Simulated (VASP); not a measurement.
# Cd3HgTe4 (P1) in VASP: single point with PBE

Aim: the single point of Cd3HgTe4 with PBE.

All numbers are computed with VASP 6.6.1; they aren't measurements. Logs are shortened: lines on timing, memory, paths and dates and some standing lists are left out, and cuts for length are marked.

## Step 1: The cell of the first run

The typed cell holds 8 atoms: a = 6.615 Å, b = 6.631 Å, c = 6.629 Å, α = 90.04°, β = 89.68°, γ = 90.24°.

## Step 2: Single point, PBE

Input file INCAR:

```
SYSTEM = Cd3HgTe4
PREC     = Accurate       ! precision mode
ENCUT    = 520            ! plane-wave cutoff, eV
EDIFF    = 1E-6           ! SCF threshold, eV
ISMEAR   = 0              ! smearing method
SIGMA    = 0.2            ! smearing width, eV
LREAL    = .FALSE.        ! projectors in reciprocal space
LASPH    = .TRUE.         ! aspherical terms in the spheres
NELM     = 60             ! most SCF steps
ALGO     = Normal         ! electronic algorithm
ISIF     = 2              ! what is computed and relaxed
LWAVE    = .FALSE.        ! write WAVECAR
LCHARG   = .TRUE.         ! write CHGCAR
GGA      = PE             ! functional
LELF     = .TRUE.         ! ELF
LVHAR    = .TRUE.       
NBANDS   = 46             ! bands
```

Input file KPOINTS:

```
Automatic mesh
0
G
  4 4 4
  0 0 0
```

Input file POSCAR:

```
Cd3HgTe4
1.0
    6.6147038049     -0.0134700456      0.0181776073
   -0.0137815428      6.6305718109     -0.0025929008
    0.0190698711     -0.0025647703      6.6288123547
Cd Hg Te
3 1 4
Direct
   -0.0001722122      0.5003994669      0.4998891279
    0.4999062650      0.0025341894      0.4993684477
    0.5000930046      0.5007431068     -0.0022642116
    0.0000605490     -0.0011592833      0.0011993210
    0.7484010498      0.7481595676      0.2515988087
    0.7502668278      0.2494012350      0.7504032660
    0.2508233542      0.7491343223      0.7491969410
    0.2506211618      0.2507873954      0.2506082994
```

Potentials or basis: VASP PAW PBE potentials, release 64 (Cd, Hg, Te).

Started as:

```
> cat potpaw_PBE.64/Cd/POTCAR potpaw_PBE.64/Hg/POTCAR potpaw_PBE.64/Te/POTCAR > POTCAR
> mpirun -np 1 vasp_std > vasp.out
```

OUTCAR:

```text
SYSTEM = Cd3HgTe4
   PREC = Accurate
   ENCUT = 520
   EDIFF = 1E-6
   ISMEAR = 0
   LREAL = .FALSE.
   LASPH = .TRUE.
   NELM = 60
   ISIF = 2
   GGA = PE

 ion  position               nearest neighbor table
   1  1.000  0.500  0.500-   6 2.86   8 2.87   7 2.87   5 2.87
   2  0.500  0.003  0.499-   6 2.86   8 2.86   7 2.87   5 2.87
   3  0.500  0.501  0.998-   6 2.86   7 2.86   5 2.87   8 2.87
   4  0.000  0.999  0.001-   5 2.87   7 2.88   8 2.88   6 2.88
   5  0.748  0.748  0.252-   3 2.87   1 2.87   2 2.87   4 2.87
   6  0.750  0.249  0.750-   3 2.86   2 2.86   1 2.86   4 2.88
   7  0.251  0.749  0.749-   3 2.86   1 2.87   2 2.87   4 2.88
   8  0.251  0.251  0.251-   2 2.86   1 2.87   3 2.87   4 2.88

  LATTYP: Found a triclinic cell.
 ALAT       =     6.6147424964
 B/A-ratio  =     1.4188191642
 C/A-ratio  =     1.7350827220
 COS(alpha) =     0.0006616368
 COS(beta)  =     0.5772127291
 COS(gamma) =     0.7077193412

  Lattice vectors:

 A1 = (  -6.6147038049,   0.0134700456,  -0.0181776073)
 A2 = (  -6.6284853477,   6.6440418565,  -0.0207705081)
 A3 = (  -6.6199921332,  -6.6145369950,  -6.6443970612)

Analysis of symmetry for initial positions (statically):
=====================================================================
 Subroutine PRICEL returns:
 Original cell was already a primitive cell.

 Routine SETGRP: Setting up the symmetry group for a
 triclinic supercell.

 Subroutine GETGRP returns: Found  1 space group operations
 (whereof  1 operations were pure point group operations)
 out of a pool of  2 trial point group operations.

The static configuration has the point symmetry C_1 .

Analysis of symmetry for dynamics (positions and initial velocities):
=====================================================================
 Subroutine PRICEL returns:
 Original cell was already a primitive cell.

 Routine SETGRP: Setting up the symmetry group for a
 triclinic supercell.

 Subroutine GETGRP returns: Found  1 space group operations
 (whereof  1 operations were pure point group operations)
 out of a pool of  2 trial point group operations.

The dynamic configuration has the point symmetry C_1 .

 Subroutine INISYM returns: Found  1 space group operations
 (whereof  1 operations are pure point group operations),
 and found     1 'primitive' translations

----------------------------------------------------------------------------------------

                                     Primitive cell

  volume of cell :     290.7313

  direct lattice vectors                    reciprocal lattice vectors
     6.614703805 -0.013470046  0.018177607     0.151180183  0.000314056 -0.000434796
    -0.013781543  6.630571811 -0.002592901     0.000306963  0.150817216  0.000057470
     0.019069871 -0.002564770  6.628812355    -0.000414448  0.000058132  0.150857801

  length of vectors
     6.614742496  6.630586640  6.628840281     0.151181135  0.150817539  0.150858381

  position of ions in fractional coordinates (direct lattice)
     0.999827788  0.500399467  0.499889128
     0.499906265  0.002534189  0.499368448
     0.500093005  0.500743107  0.997735788
     0.000060549  0.998840717  0.001199321
     0.748401050  0.748159568  0.251598809
     0.750266828  0.249401235  0.750403266
     0.250823354  0.749134322  0.749196941
     0.250621162  0.250787395  0.250608299

  ion indices of the primitive-cell ions
   primitive index   ion index
                 1           1
                 2           2
                 3           3
                 4           4
                 5           5
                 6           6
                 7           7
                 8           8

----------------------------------------------------------------------------------------

 KPOINTS: Automatic mesh

Automatic generation of k-mesh.
 Grid dimensions read from file:
 generate k-points for:    4    4    4

 Generating k-lattice:

  Cartesian coordinates                     Fractional coordinates (reciprocal lattice)
     0.037795046  0.000078514 -0.000108699     0.250000000  0.000000000  0.000000000
     0.000076741  0.037704304  0.000014367     0.000000000  0.250000000  0.000000000
    -0.000103612  0.000014533  0.037714450     0.000000000 -0.000000000  0.250000000

  Length of vectors
     0.037795284  0.037704385  0.037714595

  Shift w.r.t. Gamma in fractional coordinates (k-lattice)
     0.000000000  0.000000000  0.000000000

 Subroutine IBZKPT returns following result:
 ===========================================

 Found     36 irreducible k-points:

 Following reciprocal coordinates:
            Coordinates               Weight
  0.000000  0.000000  0.000000      1.000000
  0.250000  0.000000  0.000000      2.000000
  0.500000  0.000000  0.000000      1.000000
 -0.000000  0.250000  0.000000      2.000000
  0.250000  0.250000  0.000000      2.000000
  0.500000  0.250000  0.000000      2.000000
[... 16 lines left out ...]
  0.000000 -0.250000  0.250000      2.000000
  0.250000 -0.250000  0.250000      2.000000
 [... further k-points ...]
   k-points           NKPTS =     36   k-points in BZ     NKDIM =     36   number of bands    NBANDS=     46
   number of dos      NEDOS =    301   number of ions     NIONS =      8
   total plane-waves  NPLWV = 125000
   dimension x,y,z NGX =    50 NGY =   50 NGZ =   50
   dimension x,y,z NGXF=   100 NGYF=  100 NGZF=  100
   ions per type =               3   1   4
   NGX,Y,Z   is equivalent  to a cutoff of  12.57, 12.54, 12.54 a.u.
   NGXF,Y,Z  is equivalent  to a cutoff of  25.13, 25.07, 25.08 a.u.
 SYSTEM =  Cd3HgTe4
   PREC   = accura    normal or accurate (medium, high low for compatibility)
   ISTART =      0    job   : 0-new  1-cont  2-samecut
   ICHARG =      2    charge: 1-file 2-atom 10-const
   ISPIN  =      1    spin polarized calculation?
   LNONCOLLINEAR =      F non collinear calculations
   LSORBIT =      F    spin-orbit coupling
   LASPH  =      T    aspherical Exc in radial PAW
   ENCUT  =  520.0 eV  38.22 Ry    6.18 a.u.  12.30 12.33 12.33*2*pi/ulx,y,z
   NELM   =     60;   NELMIN=  2; NELMDL= -5     # of ELM steps
   EDIFF  = 0.1E-05   stopping-criterion for ELM
   LREAL  =      F    real-space projection
   EDIFFG = 0.1E-04   stopping-criterion for IOM
   NSW    =      0    number of steps for IOM
   IBRION =     -1    ionic relax: 0-MD 1-quasi-New 2-CG
   NFREE  =      0    steps in history (QN), initial steepest desc. (CG)
   ISIF   =      2    stress and relaxation
   ISYM   =      2    0-nonsym 1-usesym 2-fastsym
   POTIM  = 0.5000    time-step for ionic-motion
   TEBEG  =    0.0;   TEEND  =   0.0 temperature during run
   PSTRESS=    0.0 pullay stress
   NELECT =      72.0000    total number of electrons
   NUPDOWN=      -1.0000    fix difference up-down
   EMIN   =  10.00;   EMAX   =-10.00  energy-range for DOS
   EFERMI =   0.00;   METHOD = LEGACY
   ISMEAR =     0;   SIGMA  =   0.20  broadening in eV -4-tet -1-fermi 0-gaus
   EFERMI_NEDOS =   21; number of points for ismear=-14 and -15
   IALGO  =     38    algorithm
   IMIX   =      4    mixing-type and parameters
     AMIX     =   0.40;   BMIX     =  1.00
     AMIX_MAG =   1.60;   BMIX_MAG =  1.00
  volume/ion in A,a.u.               =      36.34       245.24
  Fermi-wavevector in a.u.,A,eV,Ry     =   1.028068  1.942766 14.380315  1.056923
  Thomas-Fermi vector in A             =   2.162045
   LORBIT       =      0    0 simple, 1 ext, 2 COOP (PROOUT), +10 PAW based schemes
   GGA     = PE    functional components
   LHFCALC =     F    Hartree Fock is set to
   AEXX    =    0.0000 exact exchange contribution
   IVDW    =     0    specifies the selected vdW correction
   LEPSILON=     F    determine dielectric tensor
   LRPA    =     F    only Hartree local field effects (RPA)
 non-spin polarized calculation
 Gauss-broadening in eV      SIGMA  =   0.20
  energy-cutoff  :      520.00
  volume of cell :      290.73
 maximum number of plane-waves:      7852
 NGX is ok and might be reduce to    50
   NGX = 25   NGY = 25   NGZ = 25

 number of electron      72.0000022 magnetization

 Free energy of the ion-electron system (eV)
  ---------------------------------------------------
  ext. energy  EPLUGINS =         0.00000000
  ---------------------------------------------------
  free energy    TOTEN  =       -18.05855822 eV

  energy without entropy =      -18.05299846  energy(sigma->0) =      -18.05577834

 E-fermi :   2.0835     XC(G=0):  -8.3251

 val. band max:        1.9339561098   @ k =   0.0000   0.0000   0.0000
 cond. band min:       2.1000365556   @ k =   0.0000   0.0000   0.0000
 fundamental gap:      0.1660804458
 Fermi energy:         2.0835460932

 k-point     1 :       0.0000    0.0000    0.0000
  band No.  band energies     occupation
      1      -9.0713      2.00000
      2      -8.5772      2.00000
      3      -8.5764      2.00000
      4      -8.5753      2.00000
      5      -6.2242      2.00000
      6      -6.2238      2.00000
[... 38 lines left out ...]
     45       6.4902      0.00000
     46       6.5138      0.00000

 k-point     2 :       0.2500    0.0000    0.0000
  band No.  band energies     occupation
      1      -8.9996      2.00000
      2      -8.6459      2.00000
      3      -8.5775      2.00000
      4      -8.5770      2.00000
      5      -6.2154      2.00000
      6      -6.2149      2.00000
[... 38 lines left out ...]
     45       7.0036      0.00000
     46       7.0093      0.00000

 k-point     3 :       0.5000    0.0000    0.0000
  band No.  band energies     occupation
      1      -8.8468      2.00000
      2      -8.7973      2.00000
      3      -8.5781      2.00000
      4      -8.5777      2.00000
      5      -6.1984      2.00000
      6      -6.1980      2.00000
[... 1018 lines left out ...]
     45       6.7963      0.00000
     46       7.2427      0.00000

 k-point    24 :       0.2500   -0.2500    0.2500
  band No.  band energies     occupation
      1      -8.8881      2.00000
      2      -8.6484      2.00000
      3      -8.6292      2.00000
      4      -8.6279      2.00000
      5      -6.2115      2.00000
      6      -6.2109      2.00000
[... 38 lines left out ...]
     45       7.0327      0.00000
     46       7.0620      0.00000

 [... further k-points ...]

------------------------ aborting loop because EDIFF is reached ----------------------------------------

  FORCE on cell =-STRESS in cart. coord.  units (eV):
  Direction    XX          YY          ZZ          XY          YZ          ZX
  --------------------------------------------------------------------------------------
  -------------------------------------------------------------------------------------
  Total        0.2872837      0.2181689      0.2263020      0.1096739      0.0343119     -0.1506244
  in kB        1.5831784      1.2022966      1.2471169      0.6043965      0.1890881     -0.8300688
  external PRESSURE =       1.3441973 kB  Pullay stress =       0.0000000 kB

 VOLUME and BASIS-vectors are now :
 -----------------------------------------------------------------------------
  energy-cutoff  :      520.00
  volume of cell :      290.73
      direct lattice vectors                 reciprocal lattice vectors
     6.614703805 -0.013470046  0.018177607     0.151180183  0.000314056 -0.000434796
    -0.013781543  6.630571811 -0.002592901     0.000306963  0.150817216  0.000057470
     0.019069871 -0.002564770  6.628812355    -0.000414448  0.000058132  0.150857801

 POSITION                                       TOTAL-FORCE (eV/Angst)
 -----------------------------------------------------------------------------------
      6.61620      3.30318      3.33055        -0.002670     -0.000977     -0.000216
      3.31622      0.00879      3.31930        -0.001919     -0.019824      0.002210
      3.32009      3.31092      6.62160        -0.003464     -0.006514      0.017947
     -0.01334      6.62288      0.00536         0.001323      0.000417     -0.000179
      4.94494      4.95000      1.67947        -0.011390     -0.003981      0.011617
      4.97367      1.64164      4.98727        -0.003624      0.013013     -0.012959
      1.66309      4.96189      4.96890         0.009781      0.003259     -0.017851
      1.65911      1.65885      1.66514         0.011964      0.014607     -0.000569
 -----------------------------------------------------------------------------------
    total drift:                                0.000031      0.000136     -0.000003

  FREE ENERGIE OF THE ION-ELECTRON SYSTEM (eV)
  ---------------------------------------------------
  free  energy   TOTEN  =       -18.0585582232 eV

  energy  without entropy=      -18.0529984590  energy(sigma->0) =      -18.05577834
```

Wall time 5.3 min (1 thread of Intel Xeon Platinum 8559C (Emerald Rapids), shared host); peak memory 0.62 GiB.

What came out:

| Quantity | Value |
| --- | --- |
| Free energy | -18.0586 eV |
| Pressure | 0.1 GPa |
| Largest force | 0.021 eV/Å |
| Band gap on the k mesh | 0.17 eV, direct |

Forces in eV/Å, atoms in the order of the input:
```
Cd  -0.003 -0.001  0.000
Cd  -0.002 -0.020  0.002
Cd  -0.003 -0.007  0.018
Hg   0.001  0.000  0.000
Te  -0.011 -0.004  0.012
Te  -0.004  0.013 -0.013
Te   0.010  0.003 -0.018
Te   0.012  0.015 -0.001
```

Stress tensor (GPa, compression positive):
```
 0.16  0.06 -0.08
 0.06  0.12  0.02
-0.08  0.02  0.12
```

Caveat: spin-orbit coupling is left out, which moves the levels of the heavy elements.
